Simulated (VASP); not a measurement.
# CdF2 (Fm-3m) in VASP: a series of runs

Runs on CdF2. Level: PBEsol. Tasks: relaxation of cell and atoms.

All numbers are computed with VASP 6.6.1; they aren't measurements. Logs are shortened: lines on timing, memory, paths and dates and some standing lists are left out, and cuts for length are marked.

## 1. The cell of the first run

Symmetry: Fm-3m, No. 225, cubic system. Conventional cell: a = 5.388 Å, b = 5.388 Å, c = 5.388 Å, α = 90.00°, β = 90.00°, γ = 90.00°. Cd (site symmetry m-3m) has 8 F at 2.33 Å within 3.1 Å. F (site symmetry -43m) has 4 Cd at 2.33 Å and 6 F at 2.69 Å within 3.1 Å.

## 2. Relaxation of cell and atoms, PBEsol

File INCAR:

```
PREC = Accurate ; ENCUT = 600
EDIFF = 1E-6 ; ISMEAR = -1
SIGMA = 0.05 ; LREAL = F
LASPH = T ; NELM = 60
ALGO = Normal ; ISIF = 3
LWAVE = F ; LCHARG = F
GGA = PS ; IBRION = 2
NSW = 60 ; EDIFFG = -0.01
```

File KPOINTS:

```
Automatic mesh
0
Gamma
  9 9 9
```

File POSCAR:

```
CdF2
1.0
    0.0000000000      2.6940000000      2.6940000000
    2.6940000000      0.0000000000      2.6940000000
    2.6940000000      2.6940000000      0.0000000000
Cd F
1 2
Direct
    0.0000000000      0.0000000000      0.0000000000
    0.7500000000      0.7500000000      0.7500000000
    0.2500000000      0.2500000000      0.2500000000
```

Potentials or basis: VASP PAW PBE potentials, release 64 (Cd, F).

Command:

```
> cat potpaw_PBE.64/Cd/POTCAR potpaw_PBE.64/F/POTCAR > POTCAR
> mpirun -np 1 vasp_std > vasp.out
```

OUTCAR:

```text
PREC = Accurate
   ENCUT = 600
   EDIFF = 1E-6
   ISMEAR = -1
   LREAL = F
   LASPH = T
   NELM = 60
   ISIF = 3
   GGA = PS
   IBRION = 2
   NSW = 60
   EDIFFG = -0.01

 ion  position               nearest neighbor table
   1  0.000  0.000  0.000-   2 2.33   2 2.33   2 2.33   2 2.33   3 2.33   3 2.33   3 2.33   3 2.33

   2  0.750  0.750  0.750-   1 2.33   1 2.33   1 2.33   1 2.33
   3  0.250  0.250  0.250-   1 2.33   1 2.33   1 2.33   1 2.33

  LATTYP: Found a face centered cubic cell.
 ALAT       =     5.3880000000

  Lattice vectors:

 A1 = (   0.0000000000,   2.6940000000,   2.6940000000)
 A2 = (   2.6940000000,   0.0000000000,   2.6940000000)
 A3 = (   2.6940000000,   2.6940000000,   0.0000000000)

Analysis of symmetry for initial positions (statically):
=====================================================================
 Subroutine PRICEL returns:
 Original cell was already a primitive cell.

 Routine SETGRP: Setting up the symmetry group for a
 face centered cubic supercell.

 Subroutine GETGRP returns: Found 48 space group operations
[... 9 lines left out ...]

 Routine SETGRP: Setting up the symmetry group for a
 face centered cubic supercell.

 Subroutine GETGRP returns: Found 48 space group operations
[... 11 lines left out ...]
                                     Primitive cell

  volume of cell :      39.1041

  direct lattice vectors                    reciprocal lattice vectors
     0.000000000  2.694000000  2.694000000    -0.185597624  0.185597624  0.185597624
     2.694000000  0.000000000  2.694000000     0.185597624 -0.185597624  0.185597624
     2.694000000  2.694000000  0.000000000     0.185597624  0.185597624 -0.185597624

  length of vectors
     3.809891337  3.809891337  3.809891337     0.321464515  0.321464515  0.321464515

  position of ions in fractional coordinates (direct lattice)
     0.000000000  0.000000000  0.000000000
     0.750000000  0.750000000  0.750000000
     0.250000000  0.250000000  0.250000000

  ion indices of the primitive-cell ions
   primitive index   ion index
                 1           1
                 2           2
                 3           3

----------------------------------------------------------------------------------------

 KPOINTS: Automatic mesh

Automatic generation of k-mesh.
[... 65 lines left out ...]
   NELM   =     60;   NELMIN=  2; NELMDL= -5     # of ELM steps
   EDIFF  = 0.1E-05   stopping-criterion for ELM
   LREAL  =      F    real-space projection
   EDIFFG = -.1E-01   stopping-criterion for IOM
   NSW    =     60    number of steps for IOM
   IBRION =      2    ionic relax: 0-MD 1-quasi-New 2-CG
   NFREE  =      1    steps in history (QN), initial steepest desc. (CG)
   ISIF   =      3    stress and relaxation
   ISYM   =      2    0-nonsym 1-usesym 2-fastsym
   POTIM  = 0.5000    time-step for ionic-motion
   TEBEG  =    0.0;   TEEND  =   0.0 temperature during run
   PSTRESS=    0.0 pullay stress
   NELECT =      26.0000    total number of electrons
   NUPDOWN=      -1.0000    fix difference up-down
   EMIN   =  10.00;   EMAX   =-10.00  energy-range for DOS
   EFERMI =   0.00;   METHOD = LEGACY
   ISMEAR =    -1;   SIGMA  =   0.05  broadening in eV -4-tet -1-fermi 0-gaus
   EFERMI_NEDOS =   21; number of points for ismear=-14 and -15
   IALGO  =     38    algorithm
   IMIX   =      4    mixing-type and parameters
     AMIX     =   0.40;   BMIX     =  1.00
     AMIX_MAG =   1.60;   BMIX_MAG =  1.00
  volume/ion in A,a.u.               =      13.03        87.96
  Fermi-wavevector in a.u.,A,eV,Ry     =   1.428867  2.700166 27.778468  2.041660
  Thomas-Fermi vector in A             =   2.548882
   LORBIT       =      0    0 simple, 1 ext, 2 COOP (PROOUT), +10 PAW based schemes
   GGA     = PS    functional components
   LHFCALC =     F    Hartree Fock is set to
   AEXX    =    0.0000 exact exchange contribution
   IVDW    =     0    specifies the selected vdW correction
   LEPSILON=     F    determine dielectric tensor
   LRPA    =     F    only Hartree local field effects (RPA)
 conjugate gradient relaxation of ions
 non-spin polarized calculation
  energy-cutoff  :      600.00
  volume of cell :       39.10
 maximum number of plane-waves:      1324
   NGX = 15   NGY = 15   NGZ = 15

--------------------------------------- Ionic step        1  -------------------------------------------

 number of electron      25.9999977 magnetization

 Free energy of the ion-electron system (eV)
  ---------------------------------------------------
  ext. energy  EPLUGINS =         0.00000000
  ---------------------------------------------------
  free energy    TOTEN  =       -11.59689357 eV

  energy without entropy =      -11.59689357  energy(sigma->0) =      -11.59689357

------------------------ aborting loop because EDIFF is reached ----------------------------------------

  FORCE on cell =-STRESS in cart. coord.  units (eV):
  Direction    XX          YY          ZZ          XY          YZ          ZX
  --------------------------------------------------------------------------------------
  -------------------------------------------------------------------------------------
  Total        0.0984378      0.0984378      0.0984378      0.0000000      0.0000000     -0.0000000
  in kB        4.0331979      4.0331979      4.0331979      0.0000000      0.0000000     -0.0000000
  external PRESSURE =       4.0331979 kB  Pullay stress =       0.0000000 kB
[... 61 lines left out ...]
--------------------------------------- Ionic step        3  -------------------------------------------

 number of electron      25.9999977 magnetization

 Free energy of the ion-electron system (eV)
  ---------------------------------------------------
  ext. energy  EPLUGINS =         0.00000000
  ---------------------------------------------------
  free energy    TOTEN  =       -11.59704712 eV

  energy without entropy =      -11.59704712  energy(sigma->0) =      -11.59704712

 E-fermi :  -0.3975     XC(G=0): -10.6892

 val. band max:       -1.4999125373   @ k =  -0.3333   0.4444   0.2222
 cond. band min:       1.4227561207   @ k =   0.0000   0.0000   0.0000
 fundamental gap:      2.9226686580
 Fermi energy:        -0.3975297915

 k-point     1 :       0.0000    0.0000    0.0000
  band No.  band energies     occupation
      1     -22.1695      2.00000
      2     -21.0429      2.00000
      3      -7.0870      2.00000
      4      -7.0870      2.00000
      5      -7.0870      2.00000
      6      -5.8490      2.00000
[... 457 lines left out ...]
      4      -6.1695      2.00000
      5      -6.1695      2.00000
      6      -5.7339      2.00000
[... 9 lines left out ...]
     16      10.5403      0.00000
     17      12.5718      0.00000

 [... further k-points ...]
[... 5 lines left out ...]
  --------------------------------------------------------------------------------------
  -------------------------------------------------------------------------------------
  Total       -0.0010462     -0.0010462     -0.0010462      0.0000000     -0.0000000      0.0000000
  in kB       -0.0427260     -0.0427260     -0.0427260      0.0000000     -0.0000000      0.0000000
  external PRESSURE =      -0.0427260 kB  Pullay stress =       0.0000000 kB
[... 18 lines left out ...]
  FREE ENERGIE OF THE ION-ELECTRON SYSTEM (eV)
  ---------------------------------------------------
  free  energy   TOTEN  =       -11.5970471229 eV

  energy  without entropy=      -11.5970471229  energy(sigma->0) =      -11.59704712

 reached required accuracy - stopping structural energy minimisation
```

OSZICAR:

```text
N       E                     dE             d eps       ncg     rms          rms(c)
DAV:   1     0.228474520244E+03    0.22847E+03   -0.17044E+04  1190   0.174E+03
DAV:   2    -0.248712064656E+01   -0.23096E+03   -0.22390E+03  1325   0.410E+02
DAV:   3    -0.129661699597E+02   -0.10479E+02   -0.10453E+02  1319   0.984E+01
DAV:   4    -0.130244293885E+02   -0.58259E-01   -0.58247E-01  1318   0.714E+00
[... 21 lines left out ...]
DAV:   1    -0.115976363546E+02   -0.61311E-03   -0.12502E-02  1201   0.137E+00    0.187E-01
DAV:   2    -0.115970910795E+02    0.54528E-03   -0.20300E-03  1209   0.440E-01    0.419E-02
DAV:   3    -0.115970519180E+02    0.39162E-04   -0.94795E-05  1192   0.198E-01    0.424E-02
DAV:   4    -0.115970472197E+02    0.46982E-05   -0.14746E-05  1176   0.493E-02    0.289E-02
DAV:   5    -0.115970471229E+02    0.96798E-07   -0.34608E-06  1240   0.249E-02
   3 F= -.11597047E+02 E0= -.11597047E+02  d E =-.153554E-03
```

Run time: 28 s. Hardware: 1 thread of AMD EPYC 9R45 (Zen 5), shared host; peak memory 0.16 GiB.

What came out:

```yaml
Free_energy: -11.5970 eV
Relaxed_volume: 13.08 Å³/atom
Relaxed_cell: a = 3.814 Å, b = 3.814 Å, c = 3.814 Å, α = 60.00°, β = 60.00°, γ = 60.00°
Space_group_after_relaxing_to_0.05_Å: Fm-3m (No. 225)
Energy_gained_by_relaxing: 0.1 meV/atom
Ionic_steps: 3
Pressure_after_relaxing: 0.0 GPa
Band_gap_on_the_k_mesh: 2.92 eV, indirect (least direct gap 3.39 eV)
```

Step by step:
```csv
step,energy change (eV),largest force (eV/Å),pressure (GPa),volume (Å³)
1,0.0000,0.0000,0.40,39.10
2,-0.0001,0.0000,-0.16,39.29
3,-0.0002,0.0000,0.00,39.23
```

Final structure:
```cif
data_structure
_symmetry_space_group_name_H-M 'P 1'
_symmetry_Int_Tables_number 1
_cell_length_a 3.8141
_cell_length_b 3.8141
_cell_length_c 3.8141
_cell_angle_alpha 60.000
_cell_angle_beta 60.000
_cell_angle_gamma 60.000
_cell_volume 39.23
loop_
_atom_site_label
_atom_site_type_symbol
_atom_site_fract_x
_atom_site_fract_y
_atom_site_fract_z
_atom_site_occupancy
Cd1 Cd 0.00000 0.00000 0.00000 1
F1 F 0.75000 0.75000 0.75000 1
F2 F 0.25000 0.25000 0.25000 1
```

Caveat: the PAW data sets were made with another functional, which shifts forces and pressure a little.

## 3. Relaxation of cell and atoms, PBEsol, target pressure 2 GPa, at which the enthalpy is minimised

File INCAR:

```
SYSTEM = CdF2
PREC = Accurate
ENCUT = 600
EDIFF = 1E-6
ISMEAR = -1
SIGMA = 0.05
LREAL = .FALSE.
LASPH = .TRUE.
NELM = 80
ALGO = Normal
ISIF = 3
LWAVE = .FALSE.
LCHARG = .FALSE.
GGA = PS
IBRION = 2
NSW = 60
EDIFFG = -0.01
PSTRESS = 20.0
```

File KPOINTS:

```
Automatic mesh
0
G
  9 9 9
  0 0 0
```

POSCAR is that of step 2.

Potentials or basis: VASP PAW PBE potentials, release 64 (Cd, F).

Command:

```
> cat potpaw_PBE.64/Cd/POTCAR potpaw_PBE.64/F/POTCAR > POTCAR
> mpirun -np 1 vasp_std > vasp.out
```

It took 31 s on 1 thread of AMD EPYC 9R45 (Zen 5), shared host; peak memory 0.16 GiB.

It converged, with:

| Quantity | Value |
| --- | --- |
| Free energy | -11.5928 eV |
| Relaxed volume | 12.85 Å³/atom |
| Relaxed cell | a = 3.792 Å, b = 3.792 Å, c = 3.792 Å, α = 60.00°, β = 60.00°, γ = 60.00° |
| Space group after relaxing (to 0.05 Å) | Fm-3m (No. 225) |
| Energy change on relaxing (the enthalpy is what falls) | +1.4 meV/atom |
| Ionic steps | 3 |
| Pressure after relaxing | 2.0 GPa |
| Band gap on the k mesh | 2.98 eV, indirect (least direct gap 3.42 eV) |

The path:
| step | energy change (eV) | largest force (eV/Å) | pressure (GPa) | volume (Å³) |
| --- | --- | --- | --- | --- |
| 1 | 0.0000 | 0.0000 | 0.40 | 39.10 |
| 2 | 0.0066 | 0.0000 | 2.56 | 38.37 |
| 3 | 0.0041 | 0.0000 | 2.00 | 38.55 |

Final structure:
```
Cd F
1.0
     0.00000    2.68116    2.68116
     2.68116    0.00000    2.68116
     2.68116    2.68116    0.00000
Cd F
1 2
Direct
  0.00000 0.00000 0.00000
  0.75000 0.75000 0.75000
  0.25000 0.25000 0.25000
```

Levels at points of the mesh, in eV from the valence-band top:
```csv
k point,band 9,band 10,band 11,band 12,band 13,band 14,band 15,band 16,band 17
"(0.00, 0.00, 0.00)",-1.00,-1.00,-0.44,-0.44,-0.44,2.98,12.60,12.60,12.60
```

Caveat: the cell is relaxed towards a set pressure, so the enthalpy falls and the energy may rise; the PAW data sets were made with another functional, which shifts forces and pressure a little.

## 4. Relaxation of cell and atoms, PBEsol, target pressure 5 GPa, at which the enthalpy is minimised

File INCAR:

```
SYSTEM = CdF2
PREC = Accurate
ENCUT = 600
EDIFF = 1E-7
ISMEAR = -1
SIGMA = 0.05
LREAL = .FALSE.
LASPH = .TRUE.
NELM = 60
ALGO = Normal
ISIF = 3
LWAVE = .FALSE.
LCHARG = .FALSE.
GGA = PS
IBRION = 2
NSW = 60
EDIFFG = -0.01
PSTRESS = 50.0
```

File KPOINTS:

```
regular mesh
0
G
  9 9 9
  0 0 0
```

POSCAR is that of step 3.

Command:

```
> cat potpaw_PBE.64/Cd/POTCAR potpaw_PBE.64/F/POTCAR > POTCAR
> mpirun -np 1 vasp_std > vasp.out
```

Run time: 35 s. Hardware: 1 thread of AMD EPYC 9R45 (Zen 5), shared host; peak memory 0.16 GiB.

Results (log left out):

```yaml
Free_energy: -11.5732 eV
Relaxed_volume: 12.55 Å³/atom
Relaxed_cell: a = 3.762 Å, b = 3.762 Å, c = 3.762 Å, α = 60.00°, β = 60.00°, γ = 60.00°
Space_group_after_relaxing_to_0.05_Å: Fm-3m (No. 225)
Energy_change_on_relaxing_the_enthalpy_is_what_falls: +7.9 meV/atom
Ionic_steps: 3
Pressure_after_relaxing: 5.0 GPa
Band_gap_on_the_k_mesh: 3.06 eV, indirect (least direct gap 3.47 eV)
```

The path:
| step | energy change (eV) | largest force (eV/Å) | pressure (GPa) | volume (Å³) |
| --- | --- | --- | --- | --- |
| 1 | 0.0000 | 0.0000 | 0.37 | 39.10 |
| 2 | 0.0479 | 0.0000 | 7.34 | 37.01 |
| 3 | 0.0237 | 0.0000 | 5.00 | 37.64 |

Final structure:
```yaml
crystal:
  lattice:
    - [0.00000, 2.65998, 2.65998]
    - [2.65998, 0.00000, 2.65998]
    - [2.65998, 2.65998, 0.00000]
  atoms:
    - { symbol: Cd, position: [0.00000, 0.00000, 0.00000] }
    - { symbol: F, position: [0.75000, 0.75000, 0.75000] }
    - { symbol: F, position: [0.25000, 0.25000, 0.25000] }
```

Levels at points of the mesh, in eV from the valence-band top:
```tsv
k point	band 11	band 12	band 13	band 14	band 15	band 16
(0.00, 0.00, 0.00)	-0.41	-0.41	-0.41	3.06	12.70	12.70
```

Caveat: the cell is relaxed towards a set pressure, so the enthalpy falls and the energy may rise; the PAW data sets were made with another functional, which shifts forces and pressure a little. PBEsol gaps usually lie below the measured ones, often by a third to a half.

## 5. Summary

```tsv
cell	gap on the mesh (eV)	pressure (GPa)
relaxed	2.92	0.0
relaxed to 2 GPa	2.98	2.0
relaxed to 5 GPa	3.06	5.0
```

Alike in all rows: task relaxation of cell and atoms; level PBEsol; potentials or basis VASP PAW PBE potentials, release 64 (Cd, F); no spin polarisation; k mesh 9 × 9 × 9; cutoff (eV) 600; smearing fermi-dirac 0.05 eV.

Caveats: the PAW data sets were made with another functional, which shifts forces and pressure a little; the cell is relaxed towards a set pressure, so the enthalpy falls and the energy may rise (some runs).

Absolute energies hang on the potentials; compare differences alone.
